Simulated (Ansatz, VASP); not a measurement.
# Two plane-wave programs on OsCl3

The input INCAR:

```
SYSTEM = OsCl3
PREC = Accurate ; ENCUT = 520
EDIFF = 1E-7 ; ISMEAR = 0
SIGMA = 0.05 ; LREAL = .False.
LASPH = .True. ; NELM = 150
ALGO = Normal ; ISIF = 2
LWAVE = .False. ; LCHARG = .True.
LMAXMIX = 4 ; LDAU = .True.
LDAUTYPE = 2 ; LDAUL = 2 -1
LDAUU = 2 0 ; LDAUJ = 0 0
LDAUPRINT = 1 ; GGA = PE
LELF = .True. ; LVHAR = .True.
NBANDS = 22
```

The input KPOINTS:

```
Automatic mesh
0
Gamma
  6 6 6
  0 0 0
```

POSCAR

```
OsCl3
1.0
    4.8189849265      0.0000000000      0.0000000000
    0.0000000000      4.8189849265      0.0000000000
    0.0000000000      0.0000000000      4.8189849265
Os Cl
1 3
Direct
    0.0000000000      0.0000000000      0.0000000000
    0.5000000000      0.0000000000      0.0000000000
    0.0000000000      0.0000000000      0.5000000000
    0.0000000000      0.5000000000      0.0000000000
```

Input for Ansatz:

```yaml
crystal:
  lattice:
    - [4.8189849265, 0.0, 0.0]
    - [0.0, 4.8189849265, 0.0]
    - [0.0, 0.0, 4.8189849265]
  atoms:
    - { symbol: Os, position: [0.0, 0.0, 0.0] }
    - { symbol: Cl, position: [0.5, 0.0, 0.0] }
    - { symbol: Cl, position: [0.0, 0.0, 0.5] }
    - { symbol: Cl, position: [0.0, 0.5, 0.0] }
basis:
  ecutwfc: 420
  ecutrho_ratio: 4
kpoints:
  mp_grid: { grid: [6, 6, 6] }
hamiltonian:
  xc: pbe
  hubbard: { sites: [{ species: Os, l: d, u_eff: 2.0 }] }
scf:
  occupations: { method: gaussian, width: 0.05 }
output:
  forces: true
  stress: true
  eigenvalues: true
  populations: true
  hubbard: { sites: [{ species: Os, l: d }] }
```

Alike in both runs: task single point; functional PBE; k mesh 6 × 6 × 6; occupations gaussian, width 0.05 eV; no spin polarisation; Hubbard terms Os d U = 2.0 eV.

```csv
,VASP,Ansatz
version,VASP 6.6.1,Ansatz 0.2.0
potentials or method,"VASP PAW PBE potentials, release 64 (Os, Cl), cutoff 520 eV","scalar-relativistic, plane waves, PAW"
valence electrons in the cell,29,37
```

```tsv
	VASP	Ansatz	Ansatz less VASP
gap on the k mesh at the Fermi level (eV)	none	none	-
pressure (GPa)	-2.0	-2.2	-0.24
```

The programs project onto different local orbitals, so the same U acts differently, and such runs can settle in different states. A gap of «none» marks a metal or a gap that the smearing closes. VASP's potentials hold 29 valence electrons a cell and Ansatz's 37, so a difference there can come from the potentials and not from the codes. Ansatz's warnings: filled band counts differ across k points.

Neither program's run includes spin-orbit coupling.
